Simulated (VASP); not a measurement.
# BP (F-43m) in VASP: further runs

BP is run at these levels: LDA; tasks: single point.

Everything below comes from runs of VASP 6.6.1. Logs are shortened: lines on timing, memory, paths and dates and some standing lists are left out, and cuts for length are marked.

### Step 1. The cell of the first run

It takes space group F-43m (No. 216, cubic). The conventional cell has a = 4.513 Å, b = 4.513 Å, c = 4.513 Å, α = 90.00°, β = 90.00°, γ = 90.00°. Within 2.6 Å of B (site symmetry -43m) lie 4 P at 1.95 Å. P (site symmetry -43m) has 4 B at 1.95 Å within 2.6 Å.

### Step 2. Single point, LDA

INCAR reads:

```
SYSTEM = BP
ALGO     = Normal         ! electronic algorithm
EDIFF    = 1E-6           ! SCF threshold, eV
ENCUT    = 520            ! plane-wave cutoff, eV
ISIF     = 2              ! what is computed and relaxed
ISMEAR   = 0              ! smearing method
LASPH    = .TRUE.         ! aspherical terms in the spheres
LCHARG   = .FALSE.        ! write CHGCAR
LREAL    = .FALSE.        ! projectors in reciprocal space
LWAVE    = .FALSE.        ! write WAVECAR
NBANDS   = 11             ! bands
NELM     = 80             ! most SCF steps
PREC     = Accurate       ! precision mode
SIGMA    = 0.01           ! smearing width, eV
```

KPOINTS reads:

```
k-points
0
G
  8 8 8
  0 0 0
```

POSCAR reads:

```
BP
1.0
    0.0000000000      2.2566100481      2.2566100481
    2.2566100481      0.0000000000      2.2566100481
    2.2566100481      2.2566100481      0.0000000000
B P
1 1
Direct
    0.0000000000      0.0000000000      0.0000000000
    0.7500000000      0.7500000000      0.7500000000
```

Potentials or basis: VASP PAW LDA potentials, release 64 (B, P).

Command:

```
$ cat potpaw_LDA.64/B/POTCAR potpaw_LDA.64/P/POTCAR > POTCAR
$ mpirun -np 1 vasp_std > vasp.out
```

OUTCAR:

```text
SYSTEM = BP
   EDIFF = 1E-6
   ENCUT = 520
   ISIF = 2
   ISMEAR = 0
   LASPH = .TRUE.
   LREAL = .FALSE.
   NELM = 80
   PREC = Accurate

 ion  position               nearest neighbor table
   1  0.000  0.000  0.000-   2 1.95   2 1.95   2 1.95   2 1.95
   2  0.750  0.750  0.750-   1 1.95   1 1.95   1 1.95   1 1.95

  LATTYP: Found a face centered cubic cell.
 ALAT       =     4.5132200962

  Lattice vectors:

 A1 = (   0.0000000000,   2.2566100481,   2.2566100481)
 A2 = (   2.2566100481,   0.0000000000,   2.2566100481)
 A3 = (   2.2566100481,   2.2566100481,   0.0000000000)

Analysis of symmetry for initial positions (statically):
=====================================================================
 Subroutine PRICEL returns:
 Original cell was already a primitive cell.

 Routine SETGRP: Setting up the symmetry group for a
 face centered cubic supercell.

 Subroutine GETGRP returns: Found 24 space group operations
 (whereof 24 operations were pure point group operations)
 out of a pool of 48 trial point group operations.

The static configuration has the point symmetry T_d .

Analysis of symmetry for dynamics (positions and initial velocities):
=====================================================================
 Subroutine PRICEL returns:
 Original cell was already a primitive cell.

 Routine SETGRP: Setting up the symmetry group for a
 face centered cubic supercell.

 Subroutine GETGRP returns: Found 24 space group operations
 (whereof 24 operations were pure point group operations)
 out of a pool of 48 trial point group operations.

The dynamic configuration has the point symmetry T_d .

 Subroutine INISYM returns: Found 24 space group operations
 (whereof 24 operations are pure point group operations),
 and found     1 'primitive' translations

----------------------------------------------------------------------------------------

                                     Primitive cell

  volume of cell :      22.9826

  direct lattice vectors                    reciprocal lattice vectors
     0.000000000  2.256610048  2.256610048    -0.221571290  0.221571290  0.221571290
     2.256610048  0.000000000  2.256610048     0.221571290 -0.221571290  0.221571290
     2.256610048  2.256610048  0.000000000     0.221571290  0.221571290 -0.221571290

  length of vectors
     3.191328535  3.191328535  3.191328535     0.383772732  0.383772732  0.383772732

  position of ions in fractional coordinates (direct lattice)
     0.000000000  0.000000000  0.000000000
     0.750000000  0.750000000  0.750000000

  ion indices of the primitive-cell ions
   primitive index   ion index
                 1           1
                 2           2

----------------------------------------------------------------------------------------

 KPOINTS: k-points

Automatic generation of k-mesh.
 Grid dimensions read from file:
 generate k-points for:    8    8    8

 Generating k-lattice:

  Cartesian coordinates                     Fractional coordinates (reciprocal lattice)
    -0.027696411  0.027696411  0.027696411     0.125000000  0.000000000  0.000000000
     0.027696411 -0.027696411  0.027696411     0.000000000  0.125000000  0.000000000
     0.027696411  0.027696411 -0.027696411     0.000000000  0.000000000  0.125000000

  Length of vectors
     0.047971592  0.047971592  0.047971592

  Shift w.r.t. Gamma in fractional coordinates (k-lattice)
     0.000000000  0.000000000  0.000000000

 Subroutine IBZKPT returns following result:
 ===========================================

 Found     29 irreducible k-points:

 Following reciprocal coordinates:
            Coordinates               Weight
  0.000000  0.000000  0.000000      1.000000
  0.125000  0.000000  0.000000      8.000000
  0.250000  0.000000  0.000000      8.000000
  0.375000  0.000000  0.000000      8.000000
  0.500000  0.000000  0.000000      4.000000
  0.125000  0.125000  0.000000      6.000000
[... 16 lines left out ...]
  0.500000  0.250000  0.125000     48.000000
 -0.375000  0.250000  0.125000     24.000000
 [... further k-points ...]
   k-points           NKPTS =     29   k-points in BZ     NKDIM =     29   number of bands    NBANDS=     11
   number of dos      NEDOS =    301   number of ions     NIONS =      2
   total plane-waves  NPLWV =  13824
   dimension x,y,z NGX =    24 NGY =   24 NGZ =   24
   dimension x,y,z NGXF=    48 NGYF=   48 NGZF=   48
   ions per type =               1   1
   NGX,Y,Z   is equivalent  to a cutoff of  12.50, 12.50, 12.50 a.u.
   NGXF,Y,Z  is equivalent  to a cutoff of  25.00, 25.00, 25.00 a.u.
 SYSTEM =  BP
   PREC   = accura    normal or accurate (medium, high low for compatibility)
   ISTART =      0    job   : 0-new  1-cont  2-samecut
   ICHARG =      2    charge: 1-file 2-atom 10-const
   ISPIN  =      1    spin polarized calculation?
   LNONCOLLINEAR =      F non collinear calculations
   LSORBIT =      F    spin-orbit coupling
   LASPH  =      T    aspherical Exc in radial PAW
   ENCUT  =  520.0 eV  38.22 Ry    6.18 a.u.   5.93  5.93  5.93*2*pi/ulx,y,z
   NELM   =     80;   NELMIN=  2; NELMDL= -5     # of ELM steps
   EDIFF  = 0.1E-05   stopping-criterion for ELM
   LREAL  =      F    real-space projection
   EDIFFG = 0.1E-04   stopping-criterion for IOM
   NSW    =      0    number of steps for IOM
   IBRION =     -1    ionic relax: 0-MD 1-quasi-New 2-CG
   NFREE  =      0    steps in history (QN), initial steepest desc. (CG)
   ISIF   =      2    stress and relaxation
   ISYM   =      2    0-nonsym 1-usesym 2-fastsym
   POTIM  = 0.5000    time-step for ionic-motion
   TEBEG  =    0.0;   TEEND  =   0.0 temperature during run
   PSTRESS=    0.0 pullay stress
   NELECT =       8.0000    total number of electrons
   NUPDOWN=      -1.0000    fix difference up-down
   EMIN   =  10.00;   EMAX   =-10.00  energy-range for DOS
   EFERMI =   0.00;   METHOD = LEGACY
   ISMEAR =     0;   SIGMA  =   0.01  broadening in eV -4-tet -1-fermi 0-gaus
   EFERMI_NEDOS =   21; number of points for ismear=-14 and -15
   IALGO  =     38    algorithm
   IMIX   =      4    mixing-type and parameters
     AMIX     =   0.40;   BMIX     =  1.00
     AMIX_MAG =   1.60;   BMIX_MAG =  1.00
  volume/ion in A,a.u.               =      11.49        77.55
  Fermi-wavevector in a.u.,A,eV,Ry     =   1.151609  2.176225 18.044085  1.326203
  Thomas-Fermi vector in A             =   2.288265
   LORBIT       =      0    0 simple, 1 ext, 2 COOP (PROOUT), +10 PAW based schemes
   GGA     = CA    functional components
   LHFCALC =     F    Hartree Fock is set to
   AEXX    =    0.0000 exact exchange contribution
   IVDW    =     0    specifies the selected vdW correction
   LEPSILON=     F    determine dielectric tensor
   LRPA    =     F    only Hartree local field effects (RPA)
 non-spin polarized calculation
 Gauss-broadening in eV      SIGMA  =   0.01
  energy-cutoff  :      520.00
  volume of cell :       22.98
 maximum number of plane-waves:       636
   NGX = 11   NGY = 11   NGZ = 11

 number of electron       8.0000001 magnetization

 Free energy of the ion-electron system (eV)
  ---------------------------------------------------
  ext. energy  EPLUGINS =         0.00000000
  ---------------------------------------------------
  free energy    TOTEN  =       -14.39456987 eV

  energy without entropy =      -14.39456987  energy(sigma->0) =      -14.39456987

 E-fermi :   7.7138     XC(G=0): -11.1556

 val. band max:        7.6039611118   @ k =   0.0000   0.0000   0.0000
 cond. band min:       8.8039460578   @ k =   0.3750   0.3750   0.0000
 fundamental gap:      1.1999849460
 Fermi energy:         7.7138340636

 k-point     1 :       0.0000    0.0000    0.0000
  band No.  band energies     occupation
      1      -7.9321      2.00000
      2       7.6040      2.00000
      3       7.6040      2.00000
      4       7.6040      2.00000
      5      11.0078      0.00000
      6      11.0078      0.00000
      7      11.0078      0.00000
      8      15.2243      0.00000
      9      18.9758      0.00000
     10      19.8332      0.00000
     11      19.8332      0.00000

 k-point     2 :       0.1250    0.0000    0.0000
  band No.  band energies     occupation
      1      -7.6475      2.00000
      2       5.7457      2.00000
      3       7.1716      2.00000
      4       7.1716      2.00000
      5      11.5557      0.00000
      6      11.6048      0.00000
      7      11.6048      0.00000
      8      15.9590      0.00000
      9      18.8701      0.00000
     10      18.8701      0.00000
     11      19.8162      0.00000

 k-point     3 :       0.2500    0.0000    0.0000
  band No.  band energies     occupation
      1      -6.8118      2.00000
      2       2.7330      2.00000
      3       6.4783      2.00000
      4       6.4783      2.00000
      5      11.6661      0.00000
      6      12.3713      0.00000
      7      12.3713      0.00000
      8      17.2421      0.00000
      9      18.5922      0.00000
     10      18.5922      0.00000
     11      20.5716      0.00000

 k-point     4 :       0.3750    0.0000    0.0000
  band No.  band energies     occupation
      1      -5.5271      2.00000
      2      -0.0246      2.00000
      3       5.9995      2.00000
      4       5.9995      2.00000
      5      11.5432      0.00000
      6      12.4095      0.00000
      7      12.4095      0.00000
      8      17.6491      0.00000
      9      20.2701      0.00000
     10      20.2701      0.00000
     11      21.3835      0.00000

 k-point     5 :       0.5000    0.0000    0.0000
  band No.  band energies     occupation
      1      -4.5376      2.00000
      2      -1.5233      2.00000
      3       5.8359      2.00000
      4       5.8359      2.00000
      5      11.4843      0.00000
      6      12.2949      0.00000
      7      12.2949      0.00000
      8      17.5832      0.00000
      9      22.2848      0.00000
     10      22.2848      0.00000
     11      22.3059      0.00000
[... 211 lines left out ...]
 k-point    21 :       0.5000    0.5000    0.0000
  band No.  band energies     occupation
      1      -3.0156      2.00000
      2      -0.9656      2.00000
      3       3.4392      2.00000
      4       3.4392      2.00000
      5       8.8746      0.00000
      6       9.1420      0.00000
      7      19.7557      0.00000
      8      19.7557      0.00000
      9      22.7772      0.00000
     10      24.4927      0.00000
     11      25.6962      0.00000

 k-point    22 :       0.3750    0.2500    0.1250
  band No.  band energies     occupation
      1      -6.0790      2.00000
      2       2.6856      2.00000
      3       3.7550      2.00000
      4       5.6124      2.00000
      5      11.0314      0.00000
      6      13.5753      0.00000
      7      13.8458      0.00000
      8      15.1553      0.00000
      9      19.2633      0.00000
     10      21.4993      0.00000
     11      23.2322      0.00000

 k-point    23 :       0.5000    0.2500    0.1250
  band No.  band energies     occupation
      1      -4.8262      2.00000
      2       0.4780      2.00000
      3       3.1183      2.00000
      4       4.8218      2.00000
      5      11.6567      0.00000
      6      13.0859      0.00000
      7      14.9429      0.00000
      8      15.9702      0.00000
      9      20.0128      0.00000
     10      21.0380      0.00000
     11      24.6681      0.00000

 k-point    24 :      -0.3750    0.2500    0.1250
  band No.  band energies     occupation
      1      -3.8738      2.00000
      2      -0.9076      2.00000
      3       3.0490      2.00000
      4       4.4412      2.00000
      5      11.7224      0.00000
      6      12.8345      0.00000
      7      15.9654      0.00000
      8      17.3881      0.00000
      9      18.0401      0.00000
     10      22.0564      0.00000
     11      24.4043      0.00000

 [... further k-points ...]

------------------------ aborting loop because EDIFF is reached ----------------------------------------

  FORCE on cell =-STRESS in cart. coord.  units (eV):
  Direction    XX          YY          ZZ          XY          YZ          ZX
  --------------------------------------------------------------------------------------
  -------------------------------------------------------------------------------------
  Total       -0.3838716     -0.3838716     -0.3838716      0.0000000     -0.0000000     -0.0000000
  in kB      -26.7606722    -26.7606722    -26.7606722      0.0000000     -0.0000000     -0.0000000
  external PRESSURE =     -26.7606722 kB  Pullay stress =       0.0000000 kB

 VOLUME and BASIS-vectors are now :
 -----------------------------------------------------------------------------
  energy-cutoff  :      520.00
  volume of cell :       22.98
      direct lattice vectors                 reciprocal lattice vectors
     0.000000000  2.256610048  2.256610048    -0.221571290  0.221571290  0.221571290
     2.256610048  0.000000000  2.256610048     0.221571290 -0.221571290  0.221571290
     2.256610048  2.256610048  0.000000000     0.221571290  0.221571290 -0.221571290

 POSITION                                       TOTAL-FORCE (eV/Angst)
 -----------------------------------------------------------------------------------
      0.00000      0.00000      0.00000        -0.000000     -0.000000     -0.000000
      3.38492      3.38492      3.38492         0.000000      0.000000      0.000000
 -----------------------------------------------------------------------------------
    total drift:                               -0.000000     -0.000000     -0.000000

  FREE ENERGIE OF THE ION-ELECTRON SYSTEM (eV)
  ---------------------------------------------------
  free  energy   TOTEN  =       -14.3945698675 eV

  energy  without entropy=      -14.3945698675  energy(sigma->0) =      -14.39456987
```

It took 2.7 s on 1 thread of Intel Xeon 6975P-C, shared host; peak memory 0.12 GiB.

What came out:

* Free energy: -14.3946 eV
* Pressure: -2.7 GPa
* Band gap on the k mesh: 1.20 eV, indirect (least direct gap 3.40 eV)

Levels at points of the mesh, in eV from the valence-band top:
```tsv
k point	band 1	band 2	band 3	band 4	band 5	band 6	band 7	band 8
(0.00, 0.00, 0.00)	-15.54	0.00	0.00	0.00	3.40	3.40	3.40	7.62
(0.50, 0.00, 0.00)	-12.14	-9.13	-1.77	-1.77	3.88	4.69	4.69	9.98
(0.50, 0.50, 0.00)	-10.62	-8.57	-4.16	-4.16	1.27	1.54	12.15	12.15
```

A k mesh can miss the band edges.

### Step 3. Single point, LDA

This run uses another cell than the first one, of 11.32 Å³/atom, 0.985 times its volume.

INCAR reads:

```
SYSTEM = BP
PREC = Accurate
ENCUT = 520
EDIFF = 1E-6
ISMEAR = 0
SIGMA = 0.15
LREAL = .FALSE.
LASPH = .TRUE.
NELM = 60
ALGO = Normal
ISIF = 2
LWAVE = .FALSE.
LCHARG = .FALSE.
GGA = CA
NBANDS = 11
```

KPOINTS reads:

```
regular mesh
0
G
  8 8 8
  0 0 0
```

POSCAR reads:

```
BP
1.0
    0.0000000000      2.2454691107      2.2454691107
    2.2454691107      0.0000000000      2.2454691107
    2.2454691107      2.2454691107      0.0000000000
B P
1 1
Direct
    0.0000000000      0.0000000000      0.0000000000
    0.7500000000      0.7500000000      0.7500000000
```

Potentials or basis: VASP PAW LDA potentials, release 64 (B, P).

Command:

```
$ cat potpaw_LDA.64/B/POTCAR potpaw_LDA.64/P/POTCAR > POTCAR
$ mpirun -np 1 vasp_std > vasp.out
```

Run time: 3.1 s. Hardware: 1 thread of Intel Xeon 6975P-C, shared host; peak memory 0.12 GiB.

Results (log left out):

```
Free energy            : -14.3974 eV
Pressure               : -0.2 GPa
Band gap on the k mesh : 1.18 eV, indirect (least direct gap 3.43 eV)
```

Levels at points of the mesh, in eV from the valence-band top:
| k point | band 2 | band 3 | band 4 | band 5 | band 6 | band 7 |
| --- | --- | --- | --- | --- | --- | --- |
| (0.00, 0.00, 0.00) | 0.00 | 0.00 | 0.00 | 3.43 | 3.43 | 3.43 |
| (0.50, 0.00, 0.00) | -9.23 | -1.79 | -1.79 | 3.97 | 4.70 | 4.70 |
| (0.50, 0.50, 0.00) | -8.65 | -4.22 | -4.22 | 1.24 | 1.53 | 12.29 |
